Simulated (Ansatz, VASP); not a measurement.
## Al2Cu: VASP beside Ansatz

Contents of POSCAR:

```
Al2Cu
1.0
    4.2106691299      0.0000000000      0.0000000000
    0.0000000000      4.2106691299      0.0000000000
    0.0000000000      0.0000000000      2.8940952748
Al Cu
2 1
Direct
    0.5000000000      0.0000000000      0.5000000000
    0.0000000000      0.5000000000      0.5000000000
    0.0000000000      0.0000000000      0.0000000000
```

The input INCAR.step1:

```
SYSTEM = Al2Cu
ALGO = Normal
EDIFF = 1E-4
ENCUT = 520
GGA = PE
ISMEAR = 0
LASPH = .TRUE.
LCHARG = .FALSE.
LREAL = .FALSE.
LWAVE = .TRUE.
NBANDS = 16
NELM = 60
PREC = Accurate
SIGMA = 0.15
```

Contents of INCAR.step2:

```
SYSTEM = Al2Cu
ALGO = Normal
EDIFF = 1E-7
ENCUT = 520
ISIF = 2
ISMEAR = 0
ISTART = 1
LASPH = .TRUE.
LCHARG = .TRUE.
LELF = .TRUE.
LMIXTAU = .TRUE.
LREAL = .FALSE.
LVHAR = .TRUE.
LWAVE = .FALSE.
METAGGA = R2SCAN
NBANDS = 16
NELM = 60
PREC = Accurate
SIGMA = 0.15
```

KPOINTS

```
k-points
0
G
  12 12 16
  0 0 0
```

Input for Ansatz:

```yaml
crystal:
  lattice:
    - [4.2106691299, 0.0, 0.0]
    - [0.0, 4.2106691299, 0.0]
    - [0.0, 0.0, 2.8940952748]
  atoms:
    - { symbol: Al, position: [0.5, 0.0, 0.5] }
    - { symbol: Al, position: [0.0, 0.5, 0.5] }
    - { symbol: Cu, position: [0.0, 0.0, 0.0] }
basis:
  ecutwfc: 500
kpoints:
  mp_grid: { grid: [12, 12, 16] }
hamiltonian:
  xc: r2scan
scf:
  occupations: { method: gaussian, width: 0.15 }
output:
  forces: true
  stress: true
  eigenvalues: true
```

Change from the starting cell: strain +0.030 along x and y, +0.015 along z, atoms carried along.

Alike in both runs: task single point; functional r2SCAN; k mesh 12 × 12 × 16; occupations gaussian, width 0.15 eV; no spin polarisation.

|  | VASP | Ansatz |
| --- | --- | --- |
| version | VASP 6.6.1 | Ansatz 0.2.0 |
| potentials or method | VASP PAW PBE potentials, release 64 (Al, Cu), cutoff 520 eV | scalar-relativistic, plane waves, PAW |
| valence electrons in the cell | 17 | 25 |

|  | VASP | Ansatz | Ansatz less VASP |
| --- | --- | --- | --- |
| gap on the k mesh at the Fermi level (eV) | none | none | - |
| pressure (GPa) | -6.3 | -6.3 | +0.03 |
| traceless stress, the component that is largest in VASP (GPa) | 0.26 | 0.27 | +0.011 |

VASP's potentials were made for PBE, not for r2SCAN. A gap of «none» marks a metal or a gap that the smearing closes. VASP's potentials hold 17 valence electrons a cell and Ansatz's 25, so a difference there can come from the potentials and not from the codes.
